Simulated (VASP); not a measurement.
# Ca3Mg (Pm-3m) in VASP: further runs

Runs on Ca3Mg. Level: LDA. Tasks: single point.

All numbers are computed with VASP 6.6.1; they aren't measurements. Logs are shortened: lines on timing, memory, paths and dates and some standing lists are left out, and cuts for length are marked.

### 1 The cell of the first run

Symmetry: Pm-3m, No. 221, cubic system. Conventional cell: a = 4.872 Å, b = 4.872 Å, c = 4.872 Å, α = 90.00°, β = 90.00°, γ = 90.00°. Ca (site symmetry 4/mmm) has 8 Ca at 3.44 Å and 4 Mg at 3.44 Å within 4.5 Å. Within 4.5 Å of Mg (site symmetry m-3m) lie 12 Ca at 3.44 Å.

### 2 Single point, LDA

Input file INCAR:

```
SYSTEM = Ca3Mg
ALGO     = Normal         ! electronic algorithm
EDIFF    = 1E-6           ! SCF threshold, eV
ENCUT    = 520            ! plane-wave cutoff, eV
ISIF     = 2              ! what is computed and relaxed
ISMEAR   = -1             ! smearing method
LASPH    = .True.         ! aspherical terms in the spheres
LCHARG   = .False.        ! write CHGCAR
LREAL    = .False.        ! projectors in reciprocal space
LWAVE    = .False.        ! write WAVECAR
NBANDS   = 24             ! bands
NELM     = 60             ! most SCF steps
PREC     = Accurate       ! precision mode
SIGMA    = 0.1            ! smearing width, eV
```

Input file KPOINTS:

```
k-points
0
Gamma
  5 5 5
  0 0 0
```

Input file POSCAR:

```
Ca3Mg
1.0
    4.8715954266      0.0000000000      0.0000000000
    0.0000000000      4.8715954266      0.0000000000
    0.0000000000      0.0000000000      4.8715954266
Ca Mg
3 1
Direct
    0.5000000000      0.5000000000      0.0000000000
    0.0000000000      0.5000000000      0.5000000000
    0.5000000000      0.0000000000      0.5000000000
    0.0000000000      0.0000000000      0.0000000000
```

Potentials or basis: VASP PAW LDA potentials, release 64 (Ca_sv, Mg).

Run with:

```
cat potpaw_LDA.64/Ca_sv/POTCAR potpaw_LDA.64/Mg/POTCAR > POTCAR
mpirun -np 1 vasp_std > vasp.out
```

OUTCAR:

```text
SYSTEM = Ca3Mg
   EDIFF = 1E-6
   ENCUT = 520
   ISIF = 2
   ISMEAR = -1
   LASPH = .True.
   LREAL = .False.
   NELM = 60
   PREC = Accurate

 ion  position               nearest neighbor table
   1  0.500  0.500  0.000-
   2  0.000  0.500  0.500-
   3  0.500  0.000  0.500-
   4  0.000  0.000  0.000-

  LATTYP: Found a simple cubic cell.
 ALAT       =     4.8715954266

  Lattice vectors:

 A1 = (   4.8715954266,   0.0000000000,   0.0000000000)
 A2 = (   0.0000000000,   4.8715954266,   0.0000000000)
 A3 = (   0.0000000000,   0.0000000000,   4.8715954266)

Analysis of symmetry for initial positions (statically):
=====================================================================
 Subroutine PRICEL returns:
 Original cell was already a primitive cell.

 Routine SETGRP: Setting up the symmetry group for a
 simple cubic supercell.

 Subroutine GETGRP returns: Found 48 space group operations
 (whereof 48 operations were pure point group operations)
 out of a pool of 48 trial point group operations.

The static configuration has the point symmetry O_h .

Analysis of symmetry for dynamics (positions and initial velocities):
=====================================================================
 Subroutine PRICEL returns:
 Original cell was already a primitive cell.

 Routine SETGRP: Setting up the symmetry group for a
 simple cubic supercell.

 Subroutine GETGRP returns: Found 48 space group operations
 (whereof 48 operations were pure point group operations)
 out of a pool of 48 trial point group operations.

The dynamic configuration has the point symmetry O_h .

 Subroutine INISYM returns: Found 48 space group operations
 (whereof 48 operations are pure point group operations),
 and found     1 'primitive' translations

----------------------------------------------------------------------------------------

                                     Primitive cell

  volume of cell :     115.6149

  direct lattice vectors                    reciprocal lattice vectors
     4.871595427  0.000000000  0.000000000     0.205271561  0.000000000  0.000000000
     0.000000000  4.871595427  0.000000000     0.000000000  0.205271561  0.000000000
     0.000000000  0.000000000  4.871595427     0.000000000  0.000000000  0.205271561

  length of vectors
[... 67 lines left out ...]
   LSORBIT =      F    spin-orbit coupling
   LASPH  =      T    aspherical Exc in radial PAW
   ENCUT  =  520.0 eV  38.22 Ry    6.18 a.u.   9.06  9.06  9.06*2*pi/ulx,y,z
   NELM   =     60;   NELMIN=  2; NELMDL= -5     # of ELM steps
   EDIFF  = 0.1E-05   stopping-criterion for ELM
   LREAL  =      F    real-space projection
   EDIFFG = 0.1E-04   stopping-criterion for IOM
   NSW    =      0    number of steps for IOM
   IBRION =     -1    ionic relax: 0-MD 1-quasi-New 2-CG
   NFREE  =      0    steps in history (QN), initial steepest desc. (CG)
   ISIF   =      2    stress and relaxation
   ISYM   =      2    0-nonsym 1-usesym 2-fastsym
   POTIM  = 0.5000    time-step for ionic-motion
   TEBEG  =    0.0;   TEEND  =   0.0 temperature during run
   PSTRESS=    0.0 pullay stress
   NELECT =      32.0000    total number of electrons
   NUPDOWN=      -1.0000    fix difference up-down
   EMIN   =  10.00;   EMAX   =-10.00  energy-range for DOS
   EFERMI =   0.00;   METHOD = LEGACY
   ISMEAR =    -1;   SIGMA  =   0.10  broadening in eV -4-tet -1-fermi 0-gaus
   EFERMI_NEDOS =   21; number of points for ismear=-14 and -15
   IALGO  =     38    algorithm
   IMIX   =      4    mixing-type and parameters
     AMIX     =   0.40;   BMIX     =  1.00
     AMIX_MAG =   1.60;   BMIX_MAG =  1.00
  volume/ion in A,a.u.               =      28.90       195.05
  Fermi-wavevector in a.u.,A,eV,Ry     =   1.066892  2.016133 15.486935  1.138258
  Thomas-Fermi vector in A             =   2.202490
   LORBIT       =      0    0 simple, 1 ext, 2 COOP (PROOUT), +10 PAW based schemes
   GGA     = CA    functional components
   LHFCALC =     F    Hartree Fock is set to
   AEXX    =    0.0000 exact exchange contribution
   IVDW    =     0    specifies the selected vdW correction
   LEPSILON=     F    determine dielectric tensor
   LRPA    =     F    only Hartree local field effects (RPA)
 non-spin polarized calculation
  energy-cutoff  :      520.00
  volume of cell :      115.61
 maximum number of plane-waves:      3127
   NGX = 19   NGY = 19   NGZ = 19

 number of electron      32.0000008 magnetization

 Free energy of the ion-electron system (eV)
  ---------------------------------------------------
  ext. energy  EPLUGINS =         0.00000000
  ---------------------------------------------------
  free energy    TOTEN  =        -8.50425570 eV

  energy without entropy =       -8.35293213  energy(sigma->0) =       -8.42859391

 E-fermi :   2.8991     XC(G=0):  -8.9677

 val. band max:        2.8811889991   @ k =   0.4000   0.2000   0.2000
 cond. band min:       2.9470692748   @ k =   0.4000   0.4000   0.2000
 fundamental gap:      0.0658802756
 Fermi energy:         2.8991076257

 k-point     1 :       0.0000    0.0000    0.0000
  band No.  band energies     occupation
      1     -37.9353      2.00000
      2     -37.8588      2.00000
      3     -37.8588      2.00000
      4     -19.4161      2.00000
      5     -19.4161      2.00000
      6     -19.4161      2.00000
[... 259 lines left out ...]
     23       5.6568      0.00000
     24       6.0724      0.00000

------------------------ aborting loop because EDIFF is reached ----------------------------------------

  FORCE on cell =-STRESS in cart. coord.  units (eV):
  Direction    XX          YY          ZZ          XY          YZ          ZX
  --------------------------------------------------------------------------------------
  -------------------------------------------------------------------------------------
  Total        2.8198402      2.8198402      2.8198402      0.0000000      0.0000000     -0.0000000
  in kB       39.0770200     39.0770200     39.0770200      0.0000000      0.0000000     -0.0000000
  external PRESSURE =      39.0770200 kB  Pullay stress =       0.0000000 kB

 VOLUME and BASIS-vectors are now :
 -----------------------------------------------------------------------------
  energy-cutoff  :      520.00
  volume of cell :      115.61
      direct lattice vectors                 reciprocal lattice vectors
     4.871595427  0.000000000  0.000000000     0.205271561  0.000000000  0.000000000
     0.000000000  4.871595427  0.000000000     0.000000000  0.205271561  0.000000000
     0.000000000  0.000000000  4.871595427     0.000000000  0.000000000  0.205271561

 POSITION                                       TOTAL-FORCE (eV/Angst)
 -----------------------------------------------------------------------------------
      2.43580      2.43580      0.00000         0.000000      0.000000      0.000000
      0.00000      2.43580      2.43580         0.000000      0.000000      0.000000
      2.43580      0.00000      2.43580         0.000000      0.000000      0.000000
      0.00000      0.00000      0.00000         0.000000      0.000000      0.000000
 -----------------------------------------------------------------------------------
    total drift:                                0.000000      0.000000      0.000000

  FREE ENERGIE OF THE ION-ELECTRON SYSTEM (eV)
  ---------------------------------------------------
  free  energy   TOTEN  =        -8.5042556998 eV

  energy  without entropy=       -8.3529321271  energy(sigma->0) =       -8.42859391
```

stdout:

```text
POSCAR found type information on POSCAR CaMg
 POSCAR found :  2 types and       4 ions
 scaLAPACK will be used
 LDA part: xc-table for (Slater(with rela. corr.)+CA(PZ))
 , standard interpolation
 POSCAR, INCAR and KPOINTS ok, starting setup
 FFT: planning ... GRIDC
 FFT: planning ... GRID_SOFT
 FFT: planning ... GRID
 WAVECAR not read
 entering main loop
```

Run time: 10 s. Hardware: 1 thread of Intel Xeon 6975P-C (Granite Rapids), shared host; peak memory 0.17 GiB.

What came out:

```yaml
Free_energy: -8.5043 eV
Pressure: 3.9 GPa
Band_gap_on_the_k_mesh: zero (bands 16 and 17 overlap by 0.44 eV)
```

Levels at points of the mesh, in eV from the Fermi level:
```csv
k point,band 14,band 15,band 16,band 17,band 18,band 19
"(0.00, 0.00, 0.00)",-1.30,-0.07,-0.07,0.78,0.78,0.78
```

Caveat: the cell stands under pressure.

### 3 Single point, LDA

This run uses another cell than the first one, of 30.73 Å³/atom.

Input file INCAR:

```
SYSTEM = Ca3Mg
ALGO = Normal
EDIFF = 1E-7
ENCUT = 520
GGA = CA
ISIF = 2
ISMEAR = -1
LASPH = .TRUE.
LCHARG = .FALSE.
LREAL = .FALSE.
LWAVE = .FALSE.
NBANDS = 24
NELM = 60
PREC = Accurate
SIGMA = 0.1
```

Input file KPOINTS:

```
k-points
0
G
  5 5 5
  0 0 0
```

Input file POSCAR:

```
Ca3Mg
1.0
    4.9723219915      0.0000000000      0.0000000000
    0.0000000000      4.9723219915      0.0000000000
    0.0000000000      0.0000000000      4.9723219915
Ca Mg
3 1
Direct
    0.5000000000      0.5000000000      0.0000000000
    0.0000000000      0.5000000000      0.5000000000
    0.5000000000      0.0000000000      0.5000000000
    0.0000000000      0.0000000000      0.0000000000
```

Potentials or basis: VASP PAW LDA potentials, release 64 (Ca_sv, Mg).

Run with:

```
cat potpaw_LDA.64/Ca_sv/POTCAR potpaw_LDA.64/Mg/POTCAR > POTCAR
mpirun -np 1 vasp_std > vasp.out
```

OUTCAR:

```text
SYSTEM = Ca3Mg
   EDIFF = 1E-7
   ENCUT = 520
   GGA = CA
   ISIF = 2
   ISMEAR = -1
   LASPH = .TRUE.
   LREAL = .FALSE.
   NELM = 60
   PREC = Accurate

 ion  position               nearest neighbor table
   1  0.500  0.500  0.000-
   2  0.000  0.500  0.500-
   3  0.500  0.000  0.500-
   4  0.000  0.000  0.000-

  LATTYP: Found a simple cubic cell.
 ALAT       =     4.9723219915

  Lattice vectors:
[... 446 lines left out ...]

  FORCE on cell =-STRESS in cart. coord.  units (eV):
  Direction    XX          YY          ZZ          XY          YZ          ZX
  --------------------------------------------------------------------------------------
  -------------------------------------------------------------------------------------
  Total        1.4486172      1.4486172      1.4486172      0.0000000      0.0000000     -0.0000000
  in kB       18.8793260     18.8793260     18.8793260      0.0000000      0.0000000     -0.0000000
  external PRESSURE =      18.8793260 kB  Pullay stress =       0.0000000 kB

 VOLUME and BASIS-vectors are now :
 -----------------------------------------------------------------------------
  energy-cutoff  :      520.00
  volume of cell :      122.94
      direct lattice vectors                 reciprocal lattice vectors
     4.972321992  0.000000000  0.000000000     0.201113283  0.000000000  0.000000000
     0.000000000  4.972321992  0.000000000     0.000000000  0.201113283  0.000000000
     0.000000000  0.000000000  4.972321992     0.000000000  0.000000000  0.201113283

 POSITION                                       TOTAL-FORCE (eV/Angst)
 -----------------------------------------------------------------------------------
      2.48616      2.48616      0.00000         0.000000      0.000000      0.000000
      0.00000      2.48616      2.48616         0.000000      0.000000      0.000000
      2.48616      0.00000      2.48616         0.000000      0.000000      0.000000
      0.00000      0.00000      0.00000         0.000000      0.000000      0.000000
 -----------------------------------------------------------------------------------
    total drift:                               -0.000000     -0.000000     -0.000000

  FREE ENERGIE OF THE ION-ELECTRON SYSTEM (eV)
  ---------------------------------------------------
  free  energy   TOTEN  =        -8.6362562503 eV

  energy  without entropy=       -8.4816836099  energy(sigma->0) =       -8.55896993
```

stdout:

```text
POSCAR found type information on POSCAR CaMg
 POSCAR found :  2 types and       4 ions
 scaLAPACK will be used
 LDA part: xc-table for (Slater(with rela. corr.)+CA(PZ))
 , standard interpolation
 POSCAR, INCAR and KPOINTS ok, starting setup
 FFT: planning ... GRIDC
 FFT: planning ... GRID_SOFT
 FFT: planning ... GRID
 WAVECAR not read
 entering main loop
```

It took 13 s on 1 thread of Intel Xeon 6975P-C (Granite Rapids), shared host; peak memory 0.2 GiB.

Results:

```
Free energy            : -8.6363 eV
Pressure               : 1.9 GPa
Band gap on the k mesh : zero (bands 16 and 17 overlap by 0.43 eV)
```
